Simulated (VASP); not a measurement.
Here is a VASP 6.6.1 calculation.

The input POSCAR:

```
Sn3C
1.0
    1.9889269009      1.1483074816      7.2261631390
   -1.9889269009      1.1483074816      7.2261631390
    0.0000000000     -2.2966149632      7.2261631390
C Sn
1 3
Direct
    1.0146307980     -0.0113133929     -0.0072755414
    0.4880066564      0.5014978511      0.4932165153
    0.3605218379      0.3529785742      0.3638846192
    0.8893180179      0.9028363629      0.9038320819
```

The input INCAR.step1:

```
PREC = Accurate
ENCUT = 520
ISMEAR = -1
SIGMA = 0.02
LREAL = F
LASPH = T
NELM = 100
NBANDS = 31
GGA = PE
ALGO = Normal
EDIFF = 1E-4
LWAVE = T
LCHARG = F
```

INCAR.step2

```
PREC = Accurate
ENCUT = 520
EDIFF = 1E-6
ISMEAR = -1
SIGMA = 0.02
LREAL = F
LASPH = T
NELM = 100
ALGO = Normal
ISIF = 2
LWAVE = F
LCHARG = F
METAGGA = R2SCAN
LMIXTAU = T
NBANDS = 31
ISTART = 1
```

KPOINTS

```
regular mesh
0
Gamma
  4 4 4
```

Potentials or basis: VASP PAW PBE potentials, release 64 (C, Sn_d).

Command:

```sh
$ cat potpaw_PBE.64/C/POTCAR potpaw_PBE.64/Sn_d/POTCAR > POTCAR
$ cp INCAR.step1 INCAR
$ mpirun -np 1 vasp_std > vasp.out
$ cp INCAR.step2 INCAR
$ mpirun -np 1 vasp_std > vasp.out
```

**Question.** Estimate the band gap on the k mesh.

**Answer.** Zero (bands 23 and 24 overlap by 1.91 eV).

**Question.** Estimate the largest force.

**Answer.** 0.339 eV/Å.

**Question.** Estimate the pressure.

**Answer.** 0.5 GPa.

Forces in eV/Å, atoms in the order of the input:
```
C   -0.159 -0.197  0.225
Sn   0.003 -0.130 -0.234
Sn   0.178  0.208  0.156
Sn  -0.022  0.119 -0.148
```

Caveat: the k points lie up to 0.46 Å⁻¹ apart, too coarse for converged energies and pressures of a metal; the atoms stand as in a frame of molecular dynamics; the PAW data sets were made with another functional, which shifts forces and pressure a little; spin-orbit coupling is left out, which moves the levels of the heavy elements.
